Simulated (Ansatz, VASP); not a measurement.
# Two plane-wave programs on Ag

```xyz
1
Lattice="0.0000 2.0343 2.0343 2.0343 0.0000 2.0343 2.0343 2.0343 0.0000" Properties=species:S:1:pos:R:3 pbc="T T T"
Ag    0.0000    0.0000    0.0000
```

Alike in both runs: task single point; functional PBEsol; k mesh 8 × 8 × 8; no spin polarisation.

|  | VASP | Ansatz |
| --- | --- | --- |
| version | VASP 6.6.1 | Ansatz 0.2.0 |
| potentials or method | VASP PAW PBE potentials, release 64 (Ag), cutoff 520 eV | PAW plane waves |
| occupations | fermi-dirac, width 0.1 eV | fermi-dirac |
| valence electrons in the cell | 11 | 19 |

|  | VASP | Ansatz | Ansatz less VASP |
| --- | --- | --- | --- |
| gap on the k mesh at the Fermi level (eV) | none | none | - |
| pressure (GPa) | -0.8 | -0.6 | +0.21 |

VASP's potentials were made for PBE, not for PBEsol. A gap of «none» marks a metal or a gap that the smearing closes. VASP's potentials hold 11 valence electrons a cell and Ansatz's 19, so a difference there can come from the potentials and not from the codes.
